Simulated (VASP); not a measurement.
# InAs (Fm-3m) in VASP: single point with PBEsol

Aim: the single point of InAs with PBEsol.

Program: VASP 6.6.1. These are calculated values, not measurements. Logs are shortened: lines on timing, memory, paths and dates and some standing lists are left out, and cuts for length are marked.

### Step 1. The cell of the first run

The structure is cubic, space group Fm-3m (No. 225). Conventional cell: a = 5.755 Å, b = 5.755 Å, c = 5.755 Å, α = 90.00°, β = 90.00°, γ = 90.00°. Within 3.8 Å of In (site symmetry m-3m) lie 6 As at 2.88 Å. Within 3.8 Å of As (site symmetry m-3m) lie 6 In at 2.88 Å.

### Step 2. Single point, PBEsol

Contents of INCAR:

```
SYSTEM = InAs
PREC     = Accurate       ! precision mode
ENCUT    = 500            ! plane-wave cutoff, eV
EDIFF    = 1E-6           ! SCF threshold, eV
ISMEAR   = -1             ! smearing method
SIGMA    = 0.05           ! smearing width, eV
LREAL    = .FALSE.        ! projectors in reciprocal space
LASPH    = .TRUE.         ! aspherical terms in the spheres
NELM     = 120            ! most SCF steps
ALGO     = Normal         ! electronic algorithm
ISIF     = 2              ! what is computed and relaxed
LWAVE    = .FALSE.        ! write WAVECAR
LCHARG   = .FALSE.        ! write CHGCAR
GGA      = PS             ! functional
NBANDS   = 16             ! bands
GGA_COMPAT= .FALSE.
```

Contents of KPOINTS:

```
Automatic mesh
0
G
  4 4 4
  0 0 0
```

Contents of POSCAR:

```
InAs
1.0
    0.0000000000      2.8773040000      2.8773040000
    2.8773040000      0.0000000000      2.8773040000
    2.8773040000      2.8773040000      0.0000000000
In As
1 1
Direct
    0.5000000000      0.5000000000      0.5000000000
    0.0000000000      0.0000000000      0.0000000000
```

Potentials or basis: VASP PAW PBE potentials, release 64 (In_d, As).

Run with:

```bash
$ cat potpaw_PBE.64/In_d/POTCAR potpaw_PBE.64/As/POTCAR > POTCAR
$ mpirun -np 1 vasp_std > vasp.out
```

OUTCAR:

```text
SYSTEM = InAs
   PREC = Accurate
   ENCUT = 500
   EDIFF = 1E-6
   ISMEAR = -1
   LREAL = .FALSE.
   LASPH = .TRUE.
   NELM = 120
   ISIF = 2
   GGA = PS

 ion  position               nearest neighbor table
   1  0.500  0.500  0.500-   2 2.88   2 2.88   2 2.88   2 2.88   2 2.88   2 2.88
   2  0.000  0.000  0.000-   1 2.88   1 2.88   1 2.88   1 2.88   1 2.88   1 2.88

  LATTYP: Found a face centered cubic cell.
 ALAT       =     5.7546080000

  Lattice vectors:

 A1 = (   0.0000000000,   2.8773040000,   2.8773040000)
 A2 = (   2.8773040000,   0.0000000000,   2.8773040000)
 A3 = (   2.8773040000,   2.8773040000,   0.0000000000)

Analysis of symmetry for initial positions (statically):
=====================================================================
 Subroutine PRICEL returns:
 Original cell was already a primitive cell.

 Routine SETGRP: Setting up the symmetry group for a
 face centered cubic supercell.

 Subroutine GETGRP returns: Found 48 space group operations
 (whereof 48 operations were pure point group operations)
 out of a pool of 48 trial point group operations.

The static configuration has the point symmetry O_h .

Analysis of symmetry for dynamics (positions and initial velocities):
=====================================================================
 Subroutine PRICEL returns:
 Original cell was already a primitive cell.

 Routine SETGRP: Setting up the symmetry group for a
 face centered cubic supercell.

 Subroutine GETGRP returns: Found 48 space group operations
 (whereof 48 operations were pure point group operations)
 out of a pool of 48 trial point group operations.

The dynamic configuration has the point symmetry O_h .

 Subroutine INISYM returns: Found 48 space group operations
 (whereof 48 operations are pure point group operations),
 and found     1 'primitive' translations

----------------------------------------------------------------------------------------

                                     Primitive cell

  volume of cell :      47.6417

  direct lattice vectors                    reciprocal lattice vectors
     0.000000000  2.877304000  2.877304000    -0.173773783  0.173773783  0.173773783
     2.877304000  0.000000000  2.877304000     0.173773783 -0.173773783  0.173773783
     2.877304000  2.877304000  0.000000000     0.173773783  0.173773783 -0.173773783

  length of vectors
     4.069122340  4.069122340  4.069122340     0.300985021  0.300985021  0.300985021

  position of ions in fractional coordinates (direct lattice)
[... 62 lines left out ...]
   EDIFF  = 0.1E-05   stopping-criterion for ELM
   LREAL  =      F    real-space projection
   EDIFFG = 0.1E-04   stopping-criterion for IOM
   NSW    =      0    number of steps for IOM
   IBRION =     -1    ionic relax: 0-MD 1-quasi-New 2-CG
   NFREE  =      0    steps in history (QN), initial steepest desc. (CG)
   ISIF   =      2    stress and relaxation
   ISYM   =      2    0-nonsym 1-usesym 2-fastsym
   POTIM  = 0.5000    time-step for ionic-motion
   TEBEG  =    0.0;   TEEND  =   0.0 temperature during run
   PSTRESS=    0.0 pullay stress
   NELECT =      18.0000    total number of electrons
   NUPDOWN=      -1.0000    fix difference up-down
   EMIN   =  10.00;   EMAX   =-10.00  energy-range for DOS
   EFERMI =   0.00;   METHOD = LEGACY
   ISMEAR =    -1;   SIGMA  =   0.05  broadening in eV -4-tet -1-fermi 0-gaus
   EFERMI_NEDOS =   21; number of points for ismear=-14 and -15
   IALGO  =     38    algorithm
   IMIX   =      4    mixing-type and parameters
     AMIX     =   0.40;   BMIX     =  1.00
     AMIX_MAG =   1.60;   BMIX_MAG =  1.00
  volume/ion in A,a.u.               =      23.82       160.75
  Fermi-wavevector in a.u.,A,eV,Ry     =   1.183505  2.236499 19.057448  1.400683
  Thomas-Fermi vector in A             =   2.319738
   LORBIT       =      0    0 simple, 1 ext, 2 COOP (PROOUT), +10 PAW based schemes
   GGA     = PS    functional components
   LHFCALC =     F    Hartree Fock is set to
   AEXX    =    0.0000 exact exchange contribution
   IVDW    =     0    specifies the selected vdW correction
   LEPSILON=     F    determine dielectric tensor
   LRPA    =     F    only Hartree local field effects (RPA)
 non-spin polarized calculation
  energy-cutoff  :      500.00
  volume of cell :       47.64
 maximum number of plane-waves:      1243
 NGX is ok and might be reduce to    30
   NGX = 15   NGY = 15   NGZ = 15

 number of electron      18.0000002 magnetization

 Free energy of the ion-electron system (eV)
  ---------------------------------------------------
  ext. energy  EPLUGINS =         0.00000000
  ---------------------------------------------------
  free energy    TOTEN  =        -7.85046513 eV

  energy without entropy =       -7.82117654  energy(sigma->0) =       -7.83582083

 E-fermi :   5.9512     XC(G=0): -10.2338

 val. band max:        5.7957352679   @ k =   0.2500   0.0000   0.0000
 cond. band min:       6.0260734561   @ k =   0.5000   0.2500   0.0000
 fundamental gap:      0.2303381882
 Fermi energy:         5.9512483201

 k-point     1 :       0.0000    0.0000    0.0000
  band No.  band energies     occupation
      1      -8.5426      2.00000
      2      -8.5426      2.00000
      3      -8.5260      2.00000
      4      -8.5260      2.00000
      5      -8.5260      2.00000
      6      -6.2558      2.00000
[... 129 lines left out ...]
      3      -8.5084      2.00000
      4      -8.5084      2.00000
      5      -8.4467      2.00000
      6      -3.6501      2.00000
[... 8 lines left out ...]
     15      16.3481      0.00000
     16      20.1176      0.00000

------------------------ aborting loop because EDIFF is reached ----------------------------------------

  FORCE on cell =-STRESS in cart. coord.  units (eV):
  Direction    XX          YY          ZZ          XY          YZ          ZX
  --------------------------------------------------------------------------------------
  -------------------------------------------------------------------------------------
  Total       -0.6692906     -0.6692906     -0.6692906      0.0000000      0.0000000      0.0000000
  in kB      -22.5080603    -22.5080603    -22.5080603      0.0000000      0.0000000      0.0000000
  external PRESSURE =     -22.5080603 kB  Pullay stress =       0.0000000 kB

 VOLUME and BASIS-vectors are now :
 -----------------------------------------------------------------------------
  energy-cutoff  :      500.00
  volume of cell :       47.64
      direct lattice vectors                 reciprocal lattice vectors
     0.000000000  2.877304000  2.877304000    -0.173773783  0.173773783  0.173773783
     2.877304000  0.000000000  2.877304000     0.173773783 -0.173773783  0.173773783
     2.877304000  2.877304000  0.000000000     0.173773783  0.173773783 -0.173773783

 POSITION                                       TOTAL-FORCE (eV/Angst)
 -----------------------------------------------------------------------------------
      2.87730      2.87730      2.87730        -0.000000     -0.000000     -0.000000
      0.00000      0.00000      0.00000         0.000000      0.000000      0.000000
 -----------------------------------------------------------------------------------
    total drift:                                0.000000      0.000000      0.000000

  FREE ENERGIE OF THE ION-ELECTRON SYSTEM (eV)
  ---------------------------------------------------
  free  energy   TOTEN  =        -7.8504651326 eV

  energy  without entropy=       -7.8211765373  energy(sigma->0) =       -7.83582083
```

OSZICAR:

```text
N       E                     dE             d eps       ncg     rms          rms(c)
DAV:   1     0.974426001289E+02    0.97443E+02   -0.88825E+03   256   0.126E+03
DAV:   2    -0.217017909872E+01   -0.99613E+02   -0.94481E+02   280   0.287E+02
DAV:   3    -0.801527090947E+01   -0.58451E+01   -0.57759E+01   352   0.675E+01
DAV:   4    -0.813258225516E+01   -0.11731E+00   -0.11728E+00   288   0.983E+00
DAV:   5    -0.813821415899E+01   -0.56319E-02   -0.56318E-02   392   0.200E+00    0.368E+00
DAV:   6    -0.786205152001E+01    0.27616E+00   -0.44078E-01   352   0.115E+01    0.189E+00
DAV:   7    -0.785221549724E+01    0.98360E-02   -0.58476E-02   368   0.217E+00    0.692E-01
DAV:   8    -0.785100809599E+01    0.12074E-02   -0.83963E-03   368   0.127E+00    0.161E-01
DAV:   9    -0.785049045155E+01    0.51764E-03   -0.22298E-03   368   0.723E-01    0.776E-02
DAV:  10    -0.785046402492E+01    0.26427E-04   -0.14342E-04   384   0.132E-01    0.563E-02
DAV:  11    -0.785047082039E+01   -0.67955E-05   -0.48689E-05   376   0.736E-02    0.192E-02
DAV:  12    -0.785046491505E+01    0.59053E-05   -0.13525E-05   352   0.370E-02    0.344E-03
DAV:  13    -0.785046513255E+01   -0.21750E-06   -0.12474E-06   304   0.619E-03
   1 F= -.78504651E+01 E0= -.78358208E+01  d E =-.292886E-01
```

It took 12 s on 1 thread of Intel Xeon 8259CL, shared host; peak memory 0.16 GiB.

What came out:

```yaml
Free_energy: -7.8505 eV
Pressure: -2.3 GPa
Band_gap_on_the_k_mesh: zero (band 9 reaches 6.06 eV, above the bottom of band 10 at 3.60 eV)
```

Levels at points of the mesh, in eV from the Fermi level:
| k point | band 5 | band 6 | band 7 | band 8 | band 9 | band 10 | band 11 | band 12 | band 13 | band 14 |
| --- | --- | --- | --- | --- | --- | --- | --- | --- | --- | --- |
| (0.00, 0.00, 0.00) | -14.48 | -12.21 | -0.85 | -0.28 | -0.28 | -0.28 | 6.99 | 6.99 | 6.99 | 7.25 |
| (0.50, 0.00, 0.00) | -14.42 | -10.49 | -6.71 | 0.11 | 0.11 | 1.91 | 3.05 | 3.05 | 4.21 | 10.43 |
| (0.50, 0.50, 0.00) | -14.40 | -9.62 | -4.86 | -3.17 | -2.35 | -2.35 | 3.65 | 9.00 | 9.00 | 9.86 |

Caveat: the k points lie up to 0.47 Å⁻¹ apart; the PAW data sets were made with another functional, which shifts forces and pressure a little; spin-orbit coupling is left out, which moves the levels of the heavy elements.
